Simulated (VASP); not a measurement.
# HBr (I4/mmm) in VASP: further runs

The runs below take HBr through single point, with PBEsol.

All numbers are computed with VASP 6.6.1; they aren't measurements. Logs are shortened: lines on timing, memory, paths and dates and some standing lists are left out, and cuts for length are marked.

## (1) The cell of the first run

It takes space group I4/mmm (No. 139, tetragonal). Conventional cell: a = 5.528 Å, b = 5.528 Å, c = 3.343 Å, α = 90.00°, β = 90.00°, γ = 90.00°. Within 2.2 Å of H (site symmetry 4/mmm) lie 2 Br at 1.67 Å. Within 2.2 Å of Br (site symmetry 4/mmm) lie 2 H at 1.67 Å.

## (2) Single point, PBEsol (biaxial strain in the a-b plane: +1.5 %, then relaxed in part)

File INCAR:

```
PREC     = Accurate       # precision mode
ENCUT    = 520            # plane-wave cutoff, eV
EDIFF    = 1E-7           # SCF threshold, eV
ISMEAR   = 0              # smearing method
SIGMA    = 0.02           # smearing width, eV
LREAL    = F              # projectors in reciprocal space
LASPH    = T              # aspherical terms in the spheres
NELM     = 60             # most SCF steps
ALGO     = Normal         # electronic algorithm
ISIF     = 2              # what is computed and relaxed
LWAVE    = F              # write WAVECAR
LCHARG   = F              # write CHGCAR
GGA      = PS             # functional
NBANDS   = 16             # bands
```

File KPOINTS:

```
Automatic mesh
0
Gamma
  6 6 8
```

File POSCAR:

```
HBr
1.0
    5.5276015246      0.0000000000      0.0000000000
    0.0000000000      5.5276015246      0.0000000000
    0.0000000000      0.0000000000      3.3434361323
H Br
2 2
Direct
    0.0000000000      0.0000000000      0.0000000000
    0.5000000000      0.5000000000      0.5000000000
    0.0000000000      0.0000000000      0.5000000000
    0.5000000000      0.5000000000      0.0000000000
```

Potentials or basis: VASP PAW PBE potentials, release 64 (H, Br).

Command:

```
$ cat potpaw_PBE.64/H/POTCAR potpaw_PBE.64/Br/POTCAR > POTCAR
$ mpirun -np 1 vasp_std > vasp.out
```

OUTCAR:

```text
PREC = Accurate
   ENCUT = 520
   EDIFF = 1E-7
   ISMEAR = 0
   LREAL = F
   LASPH = T
   NELM = 60
   ISIF = 2
   GGA = PS

 ion  position               nearest neighbor table
   1  0.000  0.000  0.000-   3 1.67   3 1.67
   2  0.500  0.500  0.500-   4 1.67   4 1.67
   3  0.000  0.000  0.500-   1 1.67   1 1.67
   4  0.500  0.500  0.000-   2 1.67   2 1.67

  LATTYP: Found a simple tetragonal cell.
 ALAT       =     5.5276015246
 C/A-ratio  =     0.6048620034

  Lattice vectors:

 A1 = (   5.5276015246,   0.0000000000,   0.0000000000)
 A2 = (   0.0000000000,   5.5276015246,   0.0000000000)
 A3 = (   0.0000000000,   0.0000000000,   3.3434361323)

Analysis of symmetry for initial positions (statically):
=====================================================================
 Subroutine PRICEL returns following result:

  LATTYP: Found a body centered tetragonal cell.
 ALAT       =     5.5276015246
 C/A-ratio  =     0.6048620034

  Lattice vectors:

 A1 = (   2.7638007623,  -2.7638007623,  -1.6717180662)
 A2 = (  -2.7638007623,   2.7638007623,  -1.6717180661)
 A3 = (   2.7638007623,   2.7638007623,   1.6717180661)

   2 primitive cells build up your supercell.

 Routine SETGRP: Setting up the symmetry group for a
 simple tetragonal supercell.

 Subroutine GETGRP returns: Found 16 space group operations
 (whereof 16 operations were pure point group operations)
 out of a pool of 16 trial point group operations.

The static configuration has the point symmetry D_4h.

Analysis of symmetry for dynamics (positions and initial velocities):
=====================================================================
 Subroutine PRICEL returns following result:

  LATTYP: Found a body centered tetragonal cell.
 ALAT       =     5.5276015246
 C/A-ratio  =     0.6048620034

  Lattice vectors:

 A1 = (   2.7638007623,  -2.7638007623,  -1.6717180662)
 A2 = (  -2.7638007623,   2.7638007623,  -1.6717180661)
 A3 = (   2.7638007623,   2.7638007623,   1.6717180661)

   2 primitive cells build up your supercell.

 Routine SETGRP: Setting up the symmetry group for a
 simple tetragonal supercell.

 Subroutine GETGRP returns: Found 16 space group operations
 (whereof 16 operations were pure point group operations)
 out of a pool of 16 trial point group operations.

The dynamic configuration has the point symmetry D_4h.

 Subroutine INISYM returns: Found 16 space group operations
 (whereof 16 operations are pure point group operations),
 and found     2 'primitive' translations

----------------------------------------------------------------------------------------

                                     Primitive cell

  volume of cell :      51.0783

  direct lattice vectors                    reciprocal lattice vectors
     2.763800762 -2.763800762 -1.671718066     0.180910291 -0.000000000 -0.299093496
    -2.763800762  2.763800762 -1.671718066    -0.000000000  0.180910291 -0.299093496
     2.763800762  2.763800762  1.671718066     0.180910291  0.180910291  0.000000000

  length of vectors
     4.251097576  4.251097576  4.251097576     0.349550358  0.349550358  0.255845787

  position of ions in fractional coordinates (direct lattice)
     0.000000000  0.000000000  0.000000000
     0.500000000  0.500000000  0.000000000

  ion indices of the primitive-cell ions
   primitive index   ion index
                 1           1
                 2           3

----------------------------------------------------------------------------------------

 KPOINTS: Automatic mesh

Automatic generation of k-mesh.
 Grid dimensions read from file:
 generate k-points for:    6    6    8

 Generating k-lattice:

  Cartesian coordinates                     Fractional coordinates (reciprocal lattice)
     0.030151715  0.000000000  0.000000000     0.166666667  0.000000000  0.000000000
     0.000000000  0.030151715  0.000000000     0.000000000  0.166666667  0.000000000
     0.000000000  0.000000000  0.037386687     0.000000000  0.000000000  0.125000000

  Length of vectors
     0.030151715  0.030151715  0.037386687

  Shift w.r.t. Gamma in fractional coordinates (k-lattice)
     0.000000000  0.000000000  0.000000000

 Subroutine IBZKPT returns following result:
 ===========================================

 Found     50 irreducible k-points:

 Following reciprocal coordinates:
            Coordinates               Weight
  0.000000  0.000000  0.000000      1.000000
  0.166667  0.000000  0.000000      4.000000
  0.333333  0.000000  0.000000      4.000000
  0.500000  0.000000  0.000000      2.000000
  0.166667  0.166667  0.000000      4.000000
  0.333333  0.166667  0.000000      8.000000
[... 16 lines left out ...]
  0.333333  0.000000  0.250000      8.000000
  0.500000  0.000000  0.250000      4.000000
 [... further k-points ...]
   k-points           NKPTS =     50   k-points in BZ     NKDIM =     50   number of bands    NBANDS=     16
   number of dos      NEDOS =    301   number of ions     NIONS =      4
   total plane-waves  NPLWV =  49392
   dimension x,y,z NGX =    42 NGY =   42 NGZ =   28
   dimension x,y,z NGXF=    84 NGYF=   84 NGZF=   56
   ions per type =               2   2
   NGX,Y,Z   is equivalent  to a cutoff of  12.63, 12.63, 13.92 a.u.
   NGXF,Y,Z  is equivalent  to a cutoff of  25.26, 25.26, 27.84 a.u.
 SYSTEM =  unknown system
   PREC   = accura    normal or accurate (medium, high low for compatibility)
   ISTART =      0    job   : 0-new  1-cont  2-samecut
   ICHARG =      2    charge: 1-file 2-atom 10-const
   ISPIN  =      1    spin polarized calculation?
   LNONCOLLINEAR =      F non collinear calculations
   LSORBIT =      F    spin-orbit coupling
   LASPH  =      T    aspherical Exc in radial PAW
   ENCUT  =  520.0 eV  38.22 Ry    6.18 a.u.  10.28 10.28  6.22*2*pi/ulx,y,z
   NELM   =     60;   NELMIN=  2; NELMDL= -5     # of ELM steps
   EDIFF  = 0.1E-06   stopping-criterion for ELM
   LREAL  =      F    real-space projection
   EDIFFG = 0.1E-05   stopping-criterion for IOM
   NSW    =      0    number of steps for IOM
   IBRION =     -1    ionic relax: 0-MD 1-quasi-New 2-CG
   NFREE  =      0    steps in history (QN), initial steepest desc. (CG)
   ISIF   =      2    stress and relaxation
   ISYM   =      2    0-nonsym 1-usesym 2-fastsym
   POTIM  = 0.5000    time-step for ionic-motion
   TEBEG  =    0.0;   TEEND  =   0.0 temperature during run
   PSTRESS=    0.0 pullay stress
   NELECT =      16.0000    total number of electrons
   NUPDOWN=      -1.0000    fix difference up-down
   EMIN   =  10.00;   EMAX   =-10.00  energy-range for DOS
   EFERMI =   0.00;   METHOD = LEGACY
   ISMEAR =     0;   SIGMA  =   0.02  broadening in eV -4-tet -1-fermi 0-gaus
   EFERMI_NEDOS =   21; number of points for ismear=-14 and -15
   IALGO  =     38    algorithm
   IMIX   =      4    mixing-type and parameters
     AMIX     =   0.40;   BMIX     =  1.00
     AMIX_MAG =   1.60;   BMIX_MAG =  1.00
  volume/ion in A,a.u.               =      25.54       172.35
  Fermi-wavevector in a.u.,A,eV,Ry     =   0.882455  1.667599 10.595226  0.778727
  Thomas-Fermi vector in A             =   2.003089
   LORBIT       =      0    0 simple, 1 ext, 2 COOP (PROOUT), +10 PAW based schemes
   GGA     = PS    functional components
   LHFCALC =     F    Hartree Fock is set to
   AEXX    =    0.0000 exact exchange contribution
   IVDW    =     0    specifies the selected vdW correction
   LEPSILON=     F    determine dielectric tensor
   LRPA    =     F    only Hartree local field effects (RPA)
 non-spin polarized calculation
 Gauss-broadening in eV      SIGMA  =   0.02
  energy-cutoff  :      520.00
  volume of cell :      102.16
 maximum number of plane-waves:      2792
 NGX is ok and might be reduce to    42
   NGX = 21   NGY = 21   NGZ = 13

 number of electron      15.9999998 magnetization

 Free energy of the ion-electron system (eV)
  ---------------------------------------------------
  ext. energy  EPLUGINS =         0.00000000
  ---------------------------------------------------
  free energy    TOTEN  =       -10.09685976 eV

  energy without entropy =      -10.09685976  energy(sigma->0) =      -10.09685976

 E-fermi :  -2.7467     XC(G=0):  -6.7593

 val. band max:       -2.8538469448   @ k =   0.5000   0.5000   0.3750
 cond. band min:      -1.3997299542   @ k =   0.0000   0.0000   0.0000
 fundamental gap:      1.4541169906
 Fermi energy:        -2.7467146771

 k-point     1 :       0.0000    0.0000    0.0000
  band No.  band energies     occupation
      1     -17.0823      2.00000
      2     -16.8802      2.00000
      3      -4.2401      2.00000
      4      -4.2401      2.00000
      5      -3.3479      2.00000
      6      -3.1847      2.00000
[... 8 lines left out ...]
     15      10.0349      0.00000
     16      12.1790      0.00000

 k-point     2 :       0.1667    0.0000    0.0000
  band No.  band energies     occupation
      1     -17.0686      2.00000
      2     -16.8935      2.00000
      3      -4.2072      2.00000
      4      -4.1794      2.00000
      5      -3.3358      2.00000
      6      -3.3104      2.00000
[... 8 lines left out ...]
     15       9.6811      0.00000
     16      11.0572      0.00000

 k-point     3 :       0.3333    0.0000    0.0000
  band No.  band energies     occupation
      1     -17.0313      2.00000
      2     -16.9302      2.00000
      3      -4.0958      2.00000
      4      -4.0076      2.00000
      5      -3.5956      2.00000
      6      -3.4846      2.00000
[... 8 lines left out ...]
     15       8.9075      0.00000
     16       9.4642      0.00000

 k-point     4 :       0.5000    0.0000    0.0000
  band No.  band energies     occupation
      1     -16.9805      2.00000
      2     -16.9805      2.00000
      3      -3.8865      2.00000
      4      -3.8865      2.00000
      5      -3.7571      2.00000
      6      -3.7571      2.00000
[... 8 lines left out ...]
     15       8.2365      0.00000
     16       8.2365      0.00000

 k-point     5 :       0.1667    0.1667    0.0000
  band No.  band energies     occupation
      1     -17.0566      2.00000
      2     -16.9049      2.00000
      3      -4.3183      2.00000
      4      -3.9813      2.00000
      5      -3.5878      2.00000
      6      -3.3253      2.00000
[... 8 lines left out ...]
     15       9.9713      0.00000
     16      10.8585      0.00000

 k-point     6 :       0.3333    0.1667    0.0000
  band No.  band energies     occupation
      1     -17.0239      2.00000
      2     -16.9363      2.00000
      3      -4.3235      2.00000
      4      -3.9242      2.00000
      5      -3.7162      2.00000
      6      -3.2967      2.00000
[... 8 lines left out ...]
     15       9.5430      0.00000
     16       9.6962      0.00000
[... 267 lines left out ...]
 k-point    21 :       0.0000    0.0000    0.2500
  band No.  band energies     occupation
      1     -16.5361      2.00000
      2     -16.3623      2.00000
      3      -7.6876      2.00000
      4      -7.5155      2.00000
      5      -3.7927      2.00000
      6      -3.7927      2.00000
[... 8 lines left out ...]
     15       7.6695      0.00000
     16       7.9050      0.00000

 k-point    22 :       0.1667    0.0000    0.2500
  band No.  band energies     occupation
      1     -16.5242      2.00000
      2     -16.3736      2.00000
      3      -7.6766      2.00000
      4      -7.5276      2.00000
      5      -3.7651      2.00000
      6      -3.7423      2.00000
[... 8 lines left out ...]
     15       7.7250      0.00000
     16       7.7592      0.00000

 k-point    23 :       0.3333    0.0000    0.2500
  band No.  band energies     occupation
      1     -16.4918      2.00000
      2     -16.4048      2.00000
      3      -7.6464      2.00000
      4      -7.5603      2.00000
      5      -3.6724      2.00000
      6      -3.6012      2.00000
[... 8 lines left out ...]
     15       7.7510      0.00000
     16       8.1457      0.00000

 k-point    24 :       0.5000    0.0000    0.2500
  band No.  band energies     occupation
      1     -16.4480      2.00000
      2     -16.4480      2.00000
      3      -7.6040      2.00000
      4      -7.6040      2.00000
      5      -3.5019      2.00000
      6      -3.5019      2.00000
[... 8 lines left out ...]
     15       8.6481      0.00000
     16       8.6481      0.00000

 [... further k-points ...]

------------------------ aborting loop because EDIFF is reached ----------------------------------------

  FORCE on cell =-STRESS in cart. coord.  units (eV):
  Direction    XX          YY          ZZ          XY          YZ          ZX
  --------------------------------------------------------------------------------------
  -------------------------------------------------------------------------------------
  Total       -0.0446997     -0.0446997      0.0223098      0.0000000      0.0000000      0.0000000
  in kB       -0.7010498     -0.7010498      0.3498959      0.0000000      0.0000000      0.0000000
  external PRESSURE =      -0.3507346 kB  Pullay stress =       0.0000000 kB

 VOLUME and BASIS-vectors are now :
 -----------------------------------------------------------------------------
  energy-cutoff  :      520.00
  volume of cell :      102.16
      direct lattice vectors                 reciprocal lattice vectors
     5.527601525  0.000000000  0.000000000     0.180910291  0.000000000  0.000000000
     0.000000000  5.527601525  0.000000000     0.000000000  0.180910291  0.000000000
     0.000000000  0.000000000  3.343436132     0.000000000  0.000000000  0.299093496

 POSITION                                       TOTAL-FORCE (eV/Angst)
 -----------------------------------------------------------------------------------
      0.00000      0.00000      0.00000         0.000000      0.000000     -0.000000
      2.76380      2.76380      1.67172         0.000000      0.000000     -0.000000
      0.00000      0.00000      1.67172         0.000000      0.000000     -0.000000
      2.76380      2.76380      0.00000        -0.000000     -0.000000      0.000000
 -----------------------------------------------------------------------------------
    total drift:                                0.000000     -0.000000     -0.000000

  FREE ENERGIE OF THE ION-ELECTRON SYSTEM (eV)
  ---------------------------------------------------
  free  energy   TOTEN  =       -10.0968597645 eV

  energy  without entropy=      -10.0968597645  energy(sigma->0) =      -10.09685976
```

It took 87 s on 1 thread of Intel Xeon Platinum 8259CL at 2.50GHz (Skylake/Cascade Lake), shared host; peak memory 0.24 GiB.

Results:

| Item | Value |
| --- | --- |
| Free energy | -10.0969 eV |
| Pressure | 0.0 GPa |
| Band gap on the k mesh | 1.45 eV |

Stress tensor (GPa, compression positive):
```
-0.07  0.00  0.00
 0.00 -0.07  0.00
 0.00  0.00  0.03
```

Caveat: the cell differs from its parent crystal (biaxial strain in the a-b plane: +1.5 %, then relaxed in part); the PAW data sets were made with another functional, which shifts forces and pressure a little. A k mesh can miss the band edges.

(Continued in part 2 of 3.)
